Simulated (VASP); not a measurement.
# SiC (P6_3mc) in VASP: notebook, part 2 of 2

VASP 6.6.1. The steps go on from the part before.

## 5. Single point, b88 exchange, pbe correlation

This run uses another cell than the first one, of 10.34 Å³/atom.

INCAR reads:

```
SYSTEM = SiC
PREC = Accurate
ENCUT = 600
EDIFF = 1E-6
ISMEAR = -1
SIGMA = 0.05
LREAL = .FALSE.
LASPH = .TRUE.
NELM = 120
ALGO = Normal
ISIF = 2
LWAVE = .FALSE.
LCHARG = .FALSE.
GGA = LIBXC
LIBXC1 = GGA_X_B88
LIBXC2 = GGA_C_PBE
NBANDS = 16
GGA_COMPAT = .FALSE.
```

KPOINTS reads:

```
Automatic mesh
0
G
  10 10 5
  0 0 0
```

POSCAR reads:

```
SiC
1.0
    3.0760000000      0.0000000000      0.0000000000
   -1.5380000000      2.6638941420      0.0000000000
    0.0000000000      0.0000000000      5.0480000000
Si C
2 2
Direct
    0.6666666667      0.3333333333      0.5000000000
    0.3333333333      0.6666666667      0.0000000000
    0.6666666667      0.3333333333      0.8850000000
    0.3333333333      0.6666666667      0.3850000000
```

Potentials or basis: VASP PAW PBE potentials, release 64 (Si, C).

The run is started by

```bash
> cat potpaw_PBE.64/Si/POTCAR potpaw_PBE.64/C/POTCAR > POTCAR
> mpirun -np 1 vasp_std > vasp.out
```

OUTCAR:

```text
SYSTEM = SiC
   PREC = Accurate
   ENCUT = 600
   EDIFF = 1E-6
   ISMEAR = -1
   LREAL = .FALSE.
   LASPH = .TRUE.
   NELM = 120
   ISIF = 2
   GGA = LIBXC

 ion  position               nearest neighbor table
   1  0.667  0.333  0.500-   4 1.87   4 1.87   4 1.87   3 1.94   2 3.09   2 3.09   2 3.09   2 3.09
                             2 3.09   2 3.09
   2  0.333  0.667  0.000-   3 1.87   3 1.87   3 1.87   4 1.94   1 3.09   1 3.09   1 3.09   1 3.09
                             1 3.09   1 3.09
   3  0.667  0.333  0.885-   2 1.87   2 1.87   2 1.87   1 1.94
   4  0.333  0.667  0.385-   1 1.87   1 1.87   1 1.87   2 1.94

  LATTYP: Found a hexagonal cell.
 ALAT       =     3.0760000000
 C/A-ratio  =     1.6410923277

  Lattice vectors:

 A1 = (   3.0760000000,   0.0000000000,   0.0000000000)
 A2 = (  -1.5380000000,   2.6638941420,   0.0000000000)
 A3 = (   0.0000000000,   0.0000000000,   5.0480000000)

Analysis of symmetry for initial positions (statically):
=====================================================================
 Subroutine PRICEL returns:
 Original cell was already a primitive cell.

 Routine SETGRP: Setting up the symmetry group for a
 hexagonal supercell.

 Subroutine GETGRP returns: Found 12 space group operations
 (whereof  6 operations were pure point group operations)
 out of a pool of 24 trial point group operations.

The static configuration has the point symmetry C_3v.
 The point group associated with its full space group is C_6v.

Analysis of symmetry for dynamics (positions and initial velocities):
=====================================================================
 Subroutine PRICEL returns:
 Original cell was already a primitive cell.

 Routine SETGRP: Setting up the symmetry group for a
 hexagonal supercell.

 Subroutine GETGRP returns: Found 12 space group operations
 (whereof  6 operations were pure point group operations)
 out of a pool of 24 trial point group operations.

The dynamic configuration has the point symmetry C_3v.
 The point group associated with its full space group is C_6v.

 Subroutine INISYM returns: Found 12 space group operations
 (whereof  6 operations are pure point group operations),
 and found     1 'primitive' translations

----------------------------------------------------------------------------------------

                                     Primitive cell

  volume of cell :      41.3640

  direct lattice vectors                    reciprocal lattice vectors
     3.076000000  0.000000000  0.000000000     0.325097529  0.187695146  0.000000000
    -1.538000000  2.663894142  0.000000000     0.000000000  0.375390292  0.000000000
     0.000000000  0.000000000  5.048000000     0.000000000  0.000000000  0.198098257

  length of vectors
     3.076000000  3.076000000  5.048000000     0.375390292  0.375390292  0.198098257

  position of ions in fractional coordinates (direct lattice)
     0.666666667  0.333333333  0.500000000
     0.333333333  0.666666667  0.000000000
     0.666666667  0.333333333  0.885000000
     0.333333333  0.666666667  0.385000000

  ion indices of the primitive-cell ions
   primitive index   ion index
                 1           1
                 2           2
                 3           3
                 4           4

----------------------------------------------------------------------------------------

 KPOINTS: Automatic mesh

Automatic generation of k-mesh.
 Grid dimensions read from file:
 generate k-points for:   10   10    5

 Generating k-lattice:

  Cartesian coordinates                     Fractional coordinates (reciprocal lattice)
     0.032509753  0.018769515  0.000000000     0.100000000  0.000000000  0.000000000
     0.000000000  0.037539029  0.000000000     0.000000000  0.100000000  0.000000000
     0.000000000  0.000000000  0.039619651     0.000000000  0.000000000  0.200000000

  Length of vectors
     0.037539029  0.037539029  0.039619651

  Shift w.r.t. Gamma in fractional coordinates (k-lattice)
     0.000000000  0.000000000  0.000000000

 Subroutine IBZKPT returns following result:
 ===========================================

 Found     42 irreducible k-points:

 Following reciprocal coordinates:
            Coordinates               Weight
  0.000000  0.000000  0.000000      1.000000
  0.100000 -0.000000  0.000000      6.000000
  0.200000 -0.000000  0.000000      6.000000
  0.300000  0.000000  0.000000      6.000000
  0.400000 -0.000000  0.000000      6.000000
  0.500000  0.000000  0.000000      3.000000
[... 16 lines left out ...]
  0.300000  0.100000  0.200000     24.000000
  0.400000  0.100000  0.200000     24.000000
 [... further k-points ...]
   k-points           NKPTS =     42   k-points in BZ     NKDIM =     42   number of bands    NBANDS=     16
   number of dos      NEDOS =    301   number of ions     NIONS =      4
   total plane-waves  NPLWV =  31360
   dimension x,y,z NGX =    28 NGY =   28 NGZ =   40
   dimension x,y,z NGXF=    56 NGYF=   56 NGZF=   80
   ions per type =               2   2
   NGX,Y,Z   is equivalent  to a cutoff of  15.13, 15.13, 13.17 a.u.
   NGXF,Y,Z  is equivalent  to a cutoff of  30.27, 30.27, 26.35 a.u.
 SYSTEM =  SiC
   PREC   = accura    normal or accurate (medium, high low for compatibility)
   ISTART =      0    job   : 0-new  1-cont  2-samecut
   ICHARG =      2    charge: 1-file 2-atom 10-const
   ISPIN  =      1    spin polarized calculation?
   LNONCOLLINEAR =      F non collinear calculations
   LSORBIT =      F    spin-orbit coupling
   LASPH  =      T    aspherical Exc in radial PAW
   ENCUT  =  600.0 eV  44.10 Ry    6.64 a.u.   6.14  6.14 10.08*2*pi/ulx,y,z
   NELM   =    120;   NELMIN=  2; NELMDL= -5     # of ELM steps
   EDIFF  = 0.1E-05   stopping-criterion for ELM
   LREAL  =      F    real-space projection
   EDIFFG = 0.1E-04   stopping-criterion for IOM
   NSW    =      0    number of steps for IOM
   IBRION =     -1    ionic relax: 0-MD 1-quasi-New 2-CG
   NFREE  =      0    steps in history (QN), initial steepest desc. (CG)
   ISIF   =      2    stress and relaxation
   ISYM   =      2    0-nonsym 1-usesym 2-fastsym
   POTIM  = 0.5000    time-step for ionic-motion
   TEBEG  =    0.0;   TEEND  =   0.0 temperature during run
   PSTRESS=    0.0 pullay stress
   NELECT =      16.0000    total number of electrons
   NUPDOWN=      -1.0000    fix difference up-down
   EMIN   =  10.00;   EMAX   =-10.00  energy-range for DOS
   EFERMI =   0.00;   METHOD = LEGACY
   ISMEAR =    -1;   SIGMA  =   0.05  broadening in eV -4-tet -1-fermi 0-gaus
   EFERMI_NEDOS =   21; number of points for ismear=-14 and -15
   IALGO  =     38    algorithm
   IMIX   =      4    mixing-type and parameters
     AMIX     =   0.40;   BMIX     =  1.00
     AMIX_MAG =   1.60;   BMIX_MAG =  1.00
  volume/ion in A,a.u.               =      10.34        69.78
  Fermi-wavevector in a.u.,A,eV,Ry     =   1.192817  2.254098 19.358549  1.422813
  Thomas-Fermi vector in A             =   2.328847
   LORBIT       =      0    0 simple, 1 ext, 2 COOP (PROOUT), +10 PAW based schemes
   GGA     = LIBXC    functional components
   LHFCALC =     F    Hartree Fock is set to
   AEXX    =    0.0000 exact exchange contribution
   IVDW    =     0    specifies the selected vdW correction
   LEPSILON=     F    determine dielectric tensor
   LRPA    =     F    only Hartree local field effects (RPA)
 non-spin polarized calculation
  energy-cutoff  :      600.00
  volume of cell :       41.36
 maximum number of plane-waves:      1398
 NGX is ok and might be reduce to    28
   NGX = 13   NGY = 13   NGZ = 21

 number of electron      16.0000001 magnetization

 Free energy of the ion-electron system (eV)
  ---------------------------------------------------
  ext. energy  EPLUGINS =         0.00000000
  ---------------------------------------------------
  free energy    TOTEN  =       -29.67049408 eV

  energy without entropy =      -29.67049408  energy(sigma->0) =      -29.67049408

 E-fermi :   9.2993     XC(G=0): -11.3705

 val. band max:        8.3858922971   @ k =   0.0000   0.0000   0.0000
 cond. band min:      10.8693043222   @ k =   0.3000   0.3000   0.0000
 fundamental gap:      2.4834120251
 Fermi energy:         9.2992806174

 k-point     1 :       0.0000    0.0000    0.0000
  band No.  band energies     occupation
      1      -7.3351      2.00000
      2      -3.8387      2.00000
      3      -0.2980      2.00000
      4       6.8307      2.00000
      5       6.8307      2.00000
      6       8.1090      2.00000
[... 433 lines left out ...]
      3       0.0998      2.00000
      4       1.5723      2.00000
      5       3.6438      2.00000
      6       4.4549      2.00000
[... 8 lines left out ...]
     15      19.7349      0.00000
     16      21.0689      0.00000

 [... further k-points ...]
[... 5 lines left out ...]
  --------------------------------------------------------------------------------------
  -------------------------------------------------------------------------------------
  Total        1.3472222      1.3472222      0.1221033      0.0000000      0.0000000      0.0000000
  in kB       52.1827755     52.1827754      4.7295018      0.0000000      0.0000000      0.0000000
  external PRESSURE =      36.3650176 kB  Pullay stress =       0.0000000 kB

 VOLUME and BASIS-vectors are now :
 -----------------------------------------------------------------------------
  energy-cutoff  :      600.00
  volume of cell :       41.36
      direct lattice vectors                 reciprocal lattice vectors
     3.076000000  0.000000000  0.000000000     0.325097529  0.187695146  0.000000000
    -1.538000000  2.663894142  0.000000000     0.000000000  0.375390292  0.000000000
     0.000000000  0.000000000  5.048000000     0.000000000  0.000000000  0.198098257

 POSITION                                       TOTAL-FORCE (eV/Angst)
 -----------------------------------------------------------------------------------
      1.53800      0.88796      2.52400        -0.000000     -0.000000      0.753722
     -0.00000      1.77593      0.00000         0.000000      0.000000      0.753722
      1.53800      0.88796      4.46748         0.000000     -0.000000     -0.753722
     -0.00000      1.77593      1.94348        -0.000000      0.000000     -0.753722
 -----------------------------------------------------------------------------------
    total drift:                               -0.000000      0.000000     -0.000179

  FREE ENERGIE OF THE ION-ELECTRON SYSTEM (eV)
  ---------------------------------------------------
  free  energy   TOTEN  =       -29.6704940811 eV

  energy  without entropy=      -29.6704940810  energy(sigma->0) =      -29.67049408
```

stdout:

```text
POSCAR found type information on POSCAR SiC
 POSCAR found :  2 types and       4 ions
 scaLAPACK will be used
 -----------------------------------------------------------------------------
|                                                                             |
|                                                                             |
|     You enforced a specific xc type in the INCAR file but a different       |
|     I HOPE YOU KNOW WHAT YOU ARE DOING!                                     |
|                                                                             |
 -----------------------------------------------------------------------------

 LDA part: xc-table for (None,None), standard interpolation
 POSCAR, INCAR and KPOINTS ok, starting setup
 FFT: planning ... GRIDC
 FFT: planning ... GRID_SOFT
 FFT: planning ... GRID
 WAVECAR not read
 entering main loop
```

Run time: 19 s. Hardware: 1 thread of AMD EPYC 9R45 (Zen 5), shared host; peak memory 0.15 GiB.

Results:

- Free energy: -29.6705 eV
- Pressure: 3.6 GPa
- Largest force: 0.754 eV/Å
- Band gap on the k mesh: 2.48 eV (least direct gap 4.08 eV)

Forces in eV/Å, atoms in the order of the input:
```
Si   0.000  0.000  0.754
Si   0.000  0.000  0.754
C    0.000  0.000 -0.754
C    0.000  0.000 -0.754
```

Stress tensor (GPa, compression positive):
```
5.22 0.00 0.00
0.00 5.22 0.00
0.00 0.00 0.47
```

Caveat: the cell stands under pressure; the PAW data sets were made with another functional, which shifts forces and pressure a little; an odd mesh through Γ misses points on the zone boundary, where band edges can lie.

## 6. Overview

```tsv
cell	gap on the mesh (eV)	pressure (GPa)	largest force (eV/Å)
a = 3.013, b = 3.013, c = 4.945 Å, angles 90.0, 90.0, 120.0°, 4 atoms	2.38	19.4	0.86
a = 3.034, b = 3.034, c = 4.980 Å, angles 90.0, 90.0, 120.0°, 4 atoms	2.42	13.7	0.82
a = 3.055, b = 3.055, c = 5.014 Å, angles 90.0, 90.0, 120.0°, 4 atoms	2.45	8.4	0.79
a = 3.076, b = 3.076, c = 5.048 Å, angles 90.0, 90.0, 120.0°, 4 atoms	2.48	3.6	0.75
```

Alike in all rows: task single point; level b88 exchange, pbe correlation; potentials or basis VASP PAW PBE potentials, release 64 (Si, C); no spin polarisation; k mesh 10 × 10 × 5; cutoff (eV) 600; smearing fermi-dirac 0.05 eV.

Caveats: the cell stands under pressure; the PAW data sets were made with another functional, which shifts forces and pressure a little; an odd mesh through Γ misses points on the zone boundary, where band edges can lie.

Total energies depend on the potentials used, so only differences within one code and one set of settings carry meaning.
